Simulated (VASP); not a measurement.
# Ge (Cmce) in VASP: single point with PBE

Aim: the single point of Ge with PBE.

Everything below comes from runs of VASP 6.6.1. Logs are shortened: lines on timing, memory, paths and dates and some standing lists are left out, and cuts for length are marked.

## 1. The cell of the first run

It takes space group Cmce (No. 64, orthorhombic). Conventional cell: a = 5.053 Å, b = 8.340 Å, c = 4.063 Å, α = 90.00°, β = 90.00°, γ = 90.00°. Within 3.5 Å of Ge (site symmetry m) lie 7 Ge at 2.64 to 3.23 Å.

## 2. Single point, PBE

Contents of INCAR:

```
PREC = Accurate ; ENCUT = 520
EDIFF = 1E-6 ; ISMEAR = 0
SIGMA = 0.1 ; LREAL = False
LASPH = True ; NELM = 80
ALGO = Normal ; ISIF = 2
LWAVE = False ; LCHARG = True
GGA = PE ; LELF = True
LVHAR = True ; NBANDS = 36
```

Contents of KPOINTS:

```
regular mesh
0
Gamma
  10 10 12
```

Contents of POSCAR:

```
Ge
1.0
    2.5265826770     -4.1702365087      0.0000000000
    2.5265826770      4.1702365087      0.0000000000
    0.0000000000      0.0000000000      4.0630957470
Ge
4
Direct
    0.1490373300      0.8509626700      0.8657164965
    0.6490373300      0.3509626700      0.6342835035
    0.8509626700      0.1490373300      0.1342835035
    0.3509626700      0.6490373300      0.3657164965
```

Potentials or basis: VASP PAW PBE potentials, release 64 (Ge_d).

Launch:

```bash
$ cat potpaw_PBE.64/Ge_d/POTCAR > POTCAR
$ mpirun -np 1 vasp_std > vasp.out
```

OUTCAR:

```text
PREC = Accurate
   ENCUT = 520
   EDIFF = 1E-6
   ISMEAR = 0
   LREAL = False
   LASPH = True
   NELM = 80
   ISIF = 2
   GGA = PE

 ion  position               nearest neighbor table
   1  0.149  0.851  0.866-   4 2.64   4 2.64   2 2.70   2 2.70   3 2.72
   2  0.649  0.351  0.634-   3 2.64   3 2.64   1 2.70   1 2.70   4 2.72
   3  0.851  0.149  0.134-   2 2.64   2 2.64   4 2.70   4 2.70   1 2.72
   4  0.351  0.649  0.366-   1 2.64   1 2.64   3 2.70   3 2.70   2 2.72

  LATTYP: Found a base centered orthorhombic cell.
 ALAT       =     5.0531653540
 B/A-ratio  =     1.6505442496
 C/A-ratio  =     0.8040694223

  Lattice vectors:

 A1 = (   2.5265826770,  -4.1702365087,   0.0000000000)
 A2 = (   2.5265826770,   4.1702365087,   0.0000000000)
 A3 = (   0.0000000000,   0.0000000000,   4.0630957470)

Analysis of symmetry for initial positions (statically):
=====================================================================
 Subroutine PRICEL returns:
 Original cell was already a primitive cell.

 Routine SETGRP: Setting up the symmetry group for a
 base centered orthorhombic supercell.

 Subroutine GETGRP returns: Found  8 space group operations
 (whereof  4 operations were pure point group operations)
 out of a pool of  8 trial point group operations.

The static configuration has the point symmetry C_2h.
 The point group associated with its full space group is D_2h.

Analysis of symmetry for dynamics (positions and initial velocities):
=====================================================================
 Subroutine PRICEL returns:
 Original cell was already a primitive cell.

 Routine SETGRP: Setting up the symmetry group for a
 base centered orthorhombic supercell.

 Subroutine GETGRP returns: Found  8 space group operations
 (whereof  4 operations were pure point group operations)
 out of a pool of  8 trial point group operations.

The dynamic configuration has the point symmetry C_2h.
 The point group associated with its full space group is D_2h.

 Subroutine INISYM returns: Found  8 space group operations
 (whereof  4 operations are pure point group operations),
 and found     1 'primitive' translations

----------------------------------------------------------------------------------------

                                     Primitive cell

  volume of cell :      85.6212

  direct lattice vectors                    reciprocal lattice vectors
     2.526582677 -4.170236509  0.000000000     0.197895760 -0.119897277  0.000000000
[... 90 lines left out ...]
   EDIFF  = 0.1E-05   stopping-criterion for ELM
   LREAL  =      F    real-space projection
   EDIFFG = 0.1E-04   stopping-criterion for IOM
   NSW    =      0    number of steps for IOM
   IBRION =     -1    ionic relax: 0-MD 1-quasi-New 2-CG
   NFREE  =      0    steps in history (QN), initial steepest desc. (CG)
   ISIF   =      2    stress and relaxation
   ISYM   =      2    0-nonsym 1-usesym 2-fastsym
   POTIM  = 0.5000    time-step for ionic-motion
   TEBEG  =    0.0;   TEEND  =   0.0 temperature during run
   PSTRESS=    0.0 pullay stress
   NELECT =      56.0000    total number of electrons
   NUPDOWN=      -1.0000    fix difference up-down
   EMIN   =  10.00;   EMAX   =-10.00  energy-range for DOS
   EFERMI =   0.00;   METHOD = LEGACY
   ISMEAR =     0;   SIGMA  =   0.10  broadening in eV -4-tet -1-fermi 0-gaus
   EFERMI_NEDOS =   21; number of points for ismear=-14 and -15
   IALGO  =     38    algorithm
   IMIX   =      4    mixing-type and parameters
     AMIX     =   0.40;   BMIX     =  1.00
     AMIX_MAG =   1.60;   BMIX_MAG =  1.00
  volume/ion in A,a.u.               =      21.41       144.45
  Fermi-wavevector in a.u.,A,eV,Ry     =   1.421053  2.685402 27.475510  2.019393
  Thomas-Fermi vector in A             =   2.541904
   LORBIT       =      0    0 simple, 1 ext, 2 COOP (PROOUT), +10 PAW based schemes
   GGA     = PE    functional components
   LHFCALC =     F    Hartree Fock is set to
   AEXX    =    0.0000 exact exchange contribution
   IVDW    =     0    specifies the selected vdW correction
   LEPSILON=     F    determine dielectric tensor
   LRPA    =     F    only Hartree local field effects (RPA)
 non-spin polarized calculation
 Gauss-broadening in eV      SIGMA  =   0.10
  energy-cutoff  :      520.00
  volume of cell :       85.62
 maximum number of plane-waves:      2350
   NGX = 19   NGY = 19   NGZ = 15

 number of electron      55.9999963 magnetization

 Free energy of the ion-electron system (eV)
  ---------------------------------------------------
  ext. energy  EPLUGINS =         0.00000000
  ---------------------------------------------------
  free energy    TOTEN  =       -16.99638125 eV

  energy without entropy =      -16.98756251  energy(sigma->0) =      -16.99197188

 E-fermi :   5.2695     XC(G=0): -10.4787

 val. band max:        5.2662050717   @ k =   0.4000   0.3000   0.5000
 cond. band min:       5.2755480278   @ k =   0.1000   0.1000   0.3333
 fundamental gap:      0.0093429561
 Fermi energy:         5.2694605854

 k-point     1 :       0.0000    0.0000    0.0000
  band No.  band energies     occupation
      1     -19.3659      2.00000
      2     -19.3568      2.00000
      3     -19.3458      2.00000
      4     -19.2961      2.00000
      5     -19.2773      2.00000
      6     -19.2686      2.00000
[... 925 lines left out ...]
     35      11.2382      0.00000
     36      11.8963      0.00000

 [... further k-points ...]

------------------------ aborting loop because EDIFF is reached ----------------------------------------

  FORCE on cell =-STRESS in cart. coord.  units (eV):
  Direction    XX          YY          ZZ          XY          YZ          ZX
  --------------------------------------------------------------------------------------
  -------------------------------------------------------------------------------------
  Total        0.0215092      0.0126454      0.0160346      0.0000000      0.0000000      0.0000000
  in kB        0.4024878      0.2366250      0.3000464      0.0000000      0.0000000      0.0000000
  external PRESSURE =       0.3130531 kB  Pullay stress =       0.0000000 kB

 VOLUME and BASIS-vectors are now :
 -----------------------------------------------------------------------------
  energy-cutoff  :      520.00
  volume of cell :       85.62
      direct lattice vectors                 reciprocal lattice vectors
     2.526582677 -4.170236509  0.000000000     0.197895760 -0.119897277  0.000000000
     2.526582677  4.170236509  0.000000000     0.197895760  0.119897277  0.000000000
     0.000000000  0.000000000  4.063095747     0.000000000  0.000000000  0.246117754

 POSITION                                       TOTAL-FORCE (eV/Angst)
 -----------------------------------------------------------------------------------
      2.52658      2.92719      3.51749         0.000000      0.002449      0.000025
      2.52658     -1.24304      2.57715         0.000000      0.002449     -0.000025
      2.52658     -2.92719      0.54561         0.000000     -0.002449     -0.000025
      2.52658      1.24304      1.48594         0.000000     -0.002449      0.000025
 -----------------------------------------------------------------------------------
    total drift:                                0.000000      0.000000     -0.000000

  FREE ENERGIE OF THE ION-ELECTRON SYSTEM (eV)
  ---------------------------------------------------
  free  energy   TOTEN  =       -16.9963812455 eV

  energy  without entropy=      -16.9875625145  energy(sigma->0) =      -16.99197188
```

stdout:

```text
POSCAR found type information on POSCAR Ge
 POSCAR found :  1 types and       4 ions
 scaLAPACK will be used
 LDA part: xc-table for (Slater+PW92), standard interpolation
 POSCAR, INCAR and KPOINTS ok, starting setup
 FFT: planning ... GRIDC
 FFT: planning ... GRID_SOFT
 FFT: planning ... GRID
 WAVECAR not read
 entering main loop
```

Wall time 6.5 min (1 thread of Intel Xeon Platinum 8259CL at 2.50GHz (Skylake/Cascade Lake), shared host); peak memory 0.53 GiB.

What came out:

```yaml
Free_energy: -16.9964 eV
Pressure: 0.0 GPa
Band_gap_on_the_k_mesh: zero (bands 28 and 29 overlap by 1.78 eV)
```

Forces on the atoms (eV/Å):
```
Ge   0.000  0.002  0.000
Ge   0.000  0.002  0.000
Ge   0.000 -0.002  0.000
Ge   0.000 -0.002  0.000
```

Levels at points of the mesh, in eV from the Fermi level:
```tsv
k point	band 26	band 27	band 28	band 29	band 30	band 31
(0.00, 0.00, 0.00)	-3.02	-1.94	-1.33	-0.50	3.33	3.93
(0.50, 0.00, 0.00)	-1.79	0.09	0.09	1.15	1.15	3.26
(0.50, 0.50, 0.00)	-1.53	-0.43	-0.16	0.40	0.58	2.52
(0.00, 0.00, 0.50)	-2.41	-2.08	-2.08	-0.63	-0.63	1.49
(0.50, 0.00, 0.50)	-3.09	-1.97	-1.97	3.35	3.35	3.39
(0.50, 0.50, 0.50)	-3.91	-3.01	-3.01	3.01	3.01	4.46
```
